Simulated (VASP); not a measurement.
Write the native input for VASP 6.6.1 that does the following.

- Task: single point
- Functional: r2SCAN
- Potentials or basis: VASP PAW PBE potentials, release 64 (Ti_sv, O)
- Cutoff: 520 eV
- k mesh: 6 × 6 × 4
- Occupations: gaussian, width 0.05 eV
- Spin: no spin polarisation
- Dipole correction: no
- Further INCAR settings: ALGO = Normal; EDIFF = 1e-06; NBANDS = 46

Crystal: TiO2.

```
Ti O
1.0
     5.56199    0.00000    0.00000
    -2.78099    4.81682    0.00000
     0.00000    0.00000    6.06023
Ti O
3 6
Direct
  0.46575 0.00000 0.33333
  0.00000 0.46575 0.66667
  0.53425 0.53425 0.00000
  0.42859 0.27445 0.21124
  0.72555 0.15414 0.54458
  0.84586 0.57141 0.87791
  0.27445 0.42859 0.78876
  0.15414 0.72555 0.45542
  0.57141 0.84586 0.12209
```

This cell differs from its parent crystal: atoms displaced along a vibrational mode.

These files were run (other wordings do the same):

POSCAR

```
TiO2
1.0
    5.5619878339      0.0000000000      0.0000000000
   -2.7809939170      4.8168227597      0.0000000000
    0.0000000000      0.0000000000      6.0602250626
Ti O
3 6
Direct
    0.4657499125      0.0000000000      0.3333333333
    0.0000000000      0.4657499125      0.6666666667
    0.5342500875      0.5342500875      0.0000000000
    0.4285867416      0.2744497528      0.2112434176
    0.7255502472      0.1541369888      0.5445767510
    0.8458630112      0.5714132584      0.8779100843
    0.2744497528      0.4285867416      0.7887565824
    0.1541369888      0.7255502472      0.4554232490
    0.5714132584      0.8458630112      0.1220899157
```

INCAR.step1

```
SYSTEM = TiO2
ALGO     = Normal         ! electronic algorithm
EDIFF    = 1E-4           ! SCF threshold, eV
ENCUT    = 520            ! plane-wave cutoff, eV
GGA      = PE             ! functional
ISMEAR   = 0              ! smearing method
LASPH    = .TRUE.         ! aspherical terms in the spheres
LCHARG   = .FALSE.        ! write CHGCAR
LREAL    = .FALSE.        ! projectors in reciprocal space
LWAVE    = .TRUE.         ! write WAVECAR
NBANDS   = 46             ! bands
NELM     = 100            ! most SCF steps
PREC     = Accurate       ! precision mode
SIGMA    = 0.05           ! smearing width, eV
```

INCAR.step2

```
SYSTEM = TiO2
ALGO     = Normal         ! electronic algorithm
EDIFF    = 1E-6           ! SCF threshold, eV
ENCUT    = 520            ! plane-wave cutoff, eV
ISIF     = 2              ! what is computed and relaxed
ISMEAR   = 0              ! smearing method
ISTART   = 1            
LASPH    = .TRUE.         ! aspherical terms in the spheres
LCHARG   = .TRUE.         ! write CHGCAR
LELF     = .TRUE.         ! ELF
LMIXTAU  = .TRUE.       
LREAL    = .FALSE.        ! projectors in reciprocal space
LVHAR    = .TRUE.       
LWAVE    = .FALSE.        ! write WAVECAR
METAGGA  = R2SCAN         ! meta-GGA
NBANDS   = 46             ! bands
NELM     = 100            ! most SCF steps
PREC     = Accurate       ! precision mode
SIGMA    = 0.05           ! smearing width, eV
```

KPOINTS

```
k-points
0
G
  6 6 4
  0 0 0
```

Potentials or basis: VASP PAW PBE potentials, release 64 (Ti_sv, O).

Command:

```bash
$ cat potpaw_PBE.64/Ti_sv/POTCAR potpaw_PBE.64/O/POTCAR > POTCAR
$ cp INCAR.step1 INCAR
$ mpirun -np 1 vasp_std > vasp.out
$ cp INCAR.step2 INCAR
$ mpirun -np 1 vasp_std > vasp.out
```

It gave:

| Item | Value |
| --- | --- |
| Pressure | 3.6 GPa |
| Largest force | 0.453 eV/Å |
| Band gap on the k mesh | 4.06 eV |

Caveat: the cell differs from its parent crystal (atoms displaced along a vibrational mode); the cell stands under pressure; the PAW data sets were made with another functional, which shifts forces and pressure a little.

It took 15 min on 1 thread of Intel Xeon 8259CL, on a shared host, peak memory 0.39 GiB.
